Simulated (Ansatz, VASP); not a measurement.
# Ta4Al in VASP and in Ansatz

```
Ta Al
1.0
    -2.96490    2.96490    2.96490
     2.96490   -2.96490    2.96490
     2.96490    2.96490   -2.96490
Ta Al
4 1
Direct
  0.00000 0.00000 0.50000
  0.50000 0.00000 0.00000
  0.50000 0.50000 0.50000
  0.00000 0.50000 0.00000
  0.00000 0.00000 0.00000
```

Change from the starting cell: species swapped into the NiHg4 type (Im-3m, No. 229).

Alike in both runs: functional PBE; k mesh 10 × 10 × 10; occupations gaussian, width 0.1 eV; no spin polarisation.

Ansatz relaxed the structure, and its values are those at the end. VASP's run is a single point on that final structure, the one shown.

|  | VASP | Ansatz |
| --- | --- | --- |
| version | VASP 6.6.1 | Ansatz 0.2.0 |
| potentials or method | VASP PAW PBE potentials, release 64 (Ta_pv, Al), cutoff 520 eV | scalar-relativistic, plane waves, PAW |
| valence electrons in the cell | 47 | 55 |

```tsv
	VASP	Ansatz	Ansatz less VASP
gap on the k mesh at the Fermi level (eV)	none	none	-
pressure (GPa)	0.0	0.0	0.00
```

A gap of «none» marks a metal or a gap that the smearing closes. The functional is the same, so the differences come from potentials, cutoffs and numerics. VASP's potentials hold 47 valence electrons a cell and Ansatz's 55, so a difference there can come from the potentials and not from the codes.

Spin-orbit coupling is off throughout.
